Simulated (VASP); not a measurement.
## CdTe: single point with LDA

Crystal: CdTe.

```xyz
2
Lattice="0.0000 3.2050 3.2050 3.2050 0.0000 3.2050 3.2050 3.2050 0.0000" Properties=species:S:1:pos:R:3 pbc="T T T"
Te    4.8075    4.8075    4.8075
Cd    0.0000    0.0000    0.0000
```

```
Program             : VASP 6.6.1
Task                : single point
Functional          : LDA
Potentials or basis : VASP PAW LDA potentials, release 64 (Te, Cd)
Cutoff              : 520 eV
k mesh              : 7 × 7 × 7
Occupations         : fermi-dirac, width 0.05 eV
Spin                : non-collinear spin, zero start, spin-orbit coupling
Starting moments    : [[0.0, 0.0, 0.0], [0.0, 0.0, 0.0]] μB
```

The pressure is 0.3 GPa. The net moment is 0.00 μB per cell and the valence electrons inside the program's atomic spheres are Te 3.45; Cd 10.35.

Moments on the atoms (μB; x, y, z):
```
Te  0.00 0.00 0.00
Cd  0.00 0.00 0.00
```

Run time: 73 s on 1 thread of AMD EPYC 9R45 96-Core Processor (Zen 5), with other jobs on the host, peak memory 0.31 GiB.
